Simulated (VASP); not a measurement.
Input of a VASP 6.6.1 run:

The input INCAR:

```
PREC = Accurate
ENCUT = 500
EDIFF = 1E-6
ISMEAR = 0
SIGMA = 0.02
LREAL = F
LASPH = T
NELM = 120
ALGO = Normal
ISIF = 2
LWAVE = F
LCHARG = F
GGA = PE
NBANDS = 11
GGA_COMPAT = F
```

File KPOINTS:

```
regular mesh
0
Gamma
  13 13 13
```

Contents of POSCAR:

```
Ca
1.0
    0.0000000000      2.7614665434      2.7614665434
    2.7614665434      0.0000000000      2.7614665434
    2.7614665434      2.7614665434      0.0000000000
Ca
1
Direct
    0.0000000000      0.0000000000      0.0000000000
```

Potentials or basis: VASP PAW PBE potentials, release 64 (Ca_sv).

Launch:

```bash
$ cat potpaw_PBE.64/Ca_sv/POTCAR > POTCAR
$ mpirun -np 1 vasp_std > vasp.out
```

**Question.** Estimate the band gap on the k mesh.

**Answer.** Zero (bands 5 and 6 overlap by 0.25 eV).

**Question.** Predict the pressure.

**Answer.** 0.0 GPa.
